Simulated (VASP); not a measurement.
The system is Ge2Sb2Se.

```
Ge Sb Se
1.0
     4.37820    0.00000    0.00000
    -2.18910    3.79163    0.00000
     0.00000    0.00000    8.26477
Ge Sb Se
2 2 1
Cartesian
  0.0000 2.5278 4.1324
  2.1891 1.2639 0.0000
  0.0000 0.0000 2.3294
  0.0000 0.0000 5.9354
  0.0000 2.5278 0.0000
```

The cell was built from a structure type or drawn by symmetry, and may not be a known phase.

| Property | Result |
| --- | --- |
| Program | VASP 6.6.1 |
| Task | relaxation of cell and atoms |
| Functional | PBE |
| Potentials or basis | VASP PAW PBE potentials, release 64 (Ge_d, Sb, Se) |
| Cutoff | 600 eV |
| k mesh | 6 × 6 × 2 |
| Occupations | gaussian, width 0.1 eV |
| Spin | no spin polarisation |

At the start: pressure -1.8 GPa; volume 27.44 Å³/atom.

Where does the relaxation end?

Over 11 steps the energy falls by 90.3 meV/atom and the volume is 28.77 Å³/atom (+4.8 %); space group P-6m2 (No. 187, to 0.1 Å) before and after.

Step by step:
| step | energy change (eV) | largest force (eV/Å) | pressure (GPa) | volume (Å³) |
| --- | --- | --- | --- | --- |
| 1 | 0.0000 | 1.0599 | -1.82 | 137.20 |
| 2 | -0.1817 | 0.7653 | 0.08 | 131.05 |
| 3 | -0.2123 | 0.5035 | 1.71 | 127.42 |
| 4 | -0.2778 | 0.4478 | 0.95 | 130.92 |
| 5 | -0.2963 | 0.1529 | -0.22 | 135.92 |
| 6 | -0.3011 | 0.2841 | 0.00 | 134.29 |
| 7 | -0.3663 | 0.1937 | -0.01 | 136.74 |
| 8 | -0.4380 | 0.3875 | 0.43 | 143.95 |
| 9 | -0.4414 | 0.2770 | 0.25 | 142.85 |
| 10 | -0.4381 | 0.2979 | -0.56 | 145.02 |
| 11 | -0.4514 | 0.0093 | -0.16 | 143.85 |

Final structure:
```cif
data_structure
_symmetry_space_group_name_H-M 'P 1'
_symmetry_Int_Tables_number 1
_cell_length_a 4.4238
_cell_length_b 4.4238
_cell_length_c 8.4876
_cell_angle_alpha 90.000
_cell_angle_beta 90.000
_cell_angle_gamma 120.000
_cell_volume 143.85
loop_
_atom_site_label
_atom_site_type_symbol
_atom_site_fract_x
_atom_site_fract_y
_atom_site_fract_z
_atom_site_occupancy
Ge1 Ge 0.33333 0.66667 0.50000 1
Ge2 Ge 0.66667 0.33333 0.00000 1
Sb1 Sb 0.00000 0.00000 0.32460 1
Sb2 Sb 0.00000 0.00000 0.67540 1
Se1 Se 0.33333 0.66667 0.00000 1
```

Caveat: the k points lie up to 0.37 Å⁻¹ apart in the final cell, too coarse for converged energies and pressures of a metal.
